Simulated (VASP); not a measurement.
Write the native input for VASP 6.6.1 that does the following.

```
Task                   : single point
Functional             : PBEsol
Potentials or basis    : VASP PAW PBE potentials, release 64 (Sn_d)
Cutoff                 : 520 eV
k mesh                 : 8 × 8 × 1
Occupations            : gaussian, width 0.1 eV
Spin                   : no spin polarisation
Dipole correction      : yes
Further INCAR settings : ALGO = Normal; EDIFF = 1e-06; NBANDS = 43
```

The structure of Sn lies in POSCAR:

```
Sn
1.0
    4.6255804284      0.0000000000      0.0000000000
    0.0000000000      4.6255804284      0.0000000000
    0.0000000000      0.0000000000     21.5415585756
Sn
5
Direct
    0.0000000000      0.0000000000      0.3481642228
    0.5000000000      0.0000000000      0.4240821114
    0.5000000000      0.5000000000      0.5000000000
    0.0000000000      0.5000000000      0.5759178886
    0.0000000000      0.0000000000      0.6518357772
```

This cell differs from its parent crystal: atoms taken out.

One way to write it, as run:

INCAR

```
SYSTEM = Sn
PREC = Accurate
ENCUT = 520
EDIFF = 1E-6
ISMEAR = 0
SIGMA = 0.1
LREAL = .False.
LASPH = .True.
NELM = 100
ALGO = Normal
ISIF = 2
LWAVE = .False.
LCHARG = .True.
LDIPOL = .True.
IDIPOL = 3
DIPOL = 0.5 0.5 0.500
GGA = PS
LELF = .True.
LVHAR = .True.
LVACPOTAV = .True.
NBANDS = 43
```

KPOINTS

```
Automatic mesh
0
Gamma
  8 8 1
  0 0 0
```

Potentials or basis: VASP PAW PBE potentials, release 64 (Sn_d).

Launch:

```console
$ cat potpaw_PBE.64/Sn_d/POTCAR > POTCAR
$ mpirun -np 1 vasp_std > vasp.out
```

Results of the run:

```json
{"Largest force": "0.048 eV/Å", "Band gap on the k mesh": "zero (bands 35 and 36 overlap by 0.85 eV)"}
```

Caveat: the cell differs from its parent crystal (atoms taken out); the PAW data sets were made with another functional, which shifts forces and pressure a little; spin-orbit coupling is left out, which moves the levels of the heavy elements.

Wall time 14 min on 1 thread of Intel Xeon 8259CL (shared host), peak memory 0.56 GiB.
